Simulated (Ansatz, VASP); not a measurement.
## One calculation of NaCl, two programs

Contents of INCAR:

```
SYSTEM = NaCl
PREC = Accurate
ENCUT = 520
EDIFF = 1E-8
ISMEAR = -1
SIGMA = 0.02
LREAL = .False.
LASPH = .True.
NELM = 100
ALGO = Normal
ISIF = 2
LWAVE = .False.
LCHARG = .False.
GGA = PS
LEFG = .True.
NBANDS = 14
```

The input KPOINTS:

```
regular mesh
0
Gamma
  8 8 8
  0 0 0
```

The input POSCAR:

```
NaCl
1.0
    2.8600000000      0.0143000000      0.0143000000
    0.0143000000      2.8600000000      0.0143000000
    0.0143000000      0.0143000000      2.8600000000
Na Cl
1 1
Direct
    0.0000000000      0.0000000000      0.0000000000
    0.5000000000      0.5000000000      0.5000000000
```

Input for Ansatz:

```yaml
crystal:
  lattice:
    - [2.86, 0.0143, 0.0143]
    - [0.0143, 2.86, 0.0143]
    - [0.0143, 0.0143, 2.86]
  atoms:
    - { symbol: Na, position: [0.0, 0.0, 0.0] }
    - { symbol: Cl, position: [0.5, 0.5, 0.5] }
kpoints:
  mp_grid: { grid: [8, 8, 8] }
scf:
  occupations: { method: fermi_dirac, width: 0.02 }
hamiltonian:
  xc: pbesol
  pseudopotentials: { kind: paw }
output:
  forces: true
  stress: true
  eigenvalues: true
  efg: { contact_densities: true }
  write_density: true
  write_potential: true
  elf: true
  volumetric_format: npy
```

Change from the starting cell: equal xy, yz and zx shear strains of +1 %, PAW files.

Alike in both runs: task electric field gradients; functional PBEsol; k mesh 8 × 8 × 8; occupations fermi-dirac, width 0.02 eV; no spin polarisation.

```csv
,VASP,Ansatz
version,VASP 6.6.1,Ansatz 0.2.0
potentials or method,"VASP PAW PBE potentials, release 64 (Na_pv, Cl)","PAW with Ansatz's default frozen-core files, scalar-relativistic"
plane-wave cutoff (eV),520,420
valence electrons in the cell,14,16
```

Ansatz gave:

| Quantity | Value |
| --- | --- |
| gap on the k mesh at the Fermi level (eV) | 4.15 |
| pressure (GPa) | 59.5 |
| traceless stress, the component that is largest in VASP (GPa) | -0.66 |
| size of Vzz on the site where it differs most (V/Å²) | 1.9 |

Problem. Which values does VASP return?

Solution. gap on the k mesh at the Fermi level (eV): 4.20; pressure (GPa): 60.1; traceless stress, the component that is largest in VASP (GPa): -0.68; size of Vzz on the site where it differs most (V/Å²): 2.0.

VASP's potentials were made for PBE, not for PBEsol. Both programs put the cell under a high pressure, so it lies far from rest at this level. VASP's potentials hold 14 valence electrons a cell and Ansatz's 16, so a difference there can come from the potentials and not from the codes.

Noted on VASP's run: the cell as given lies far from equilibrium.
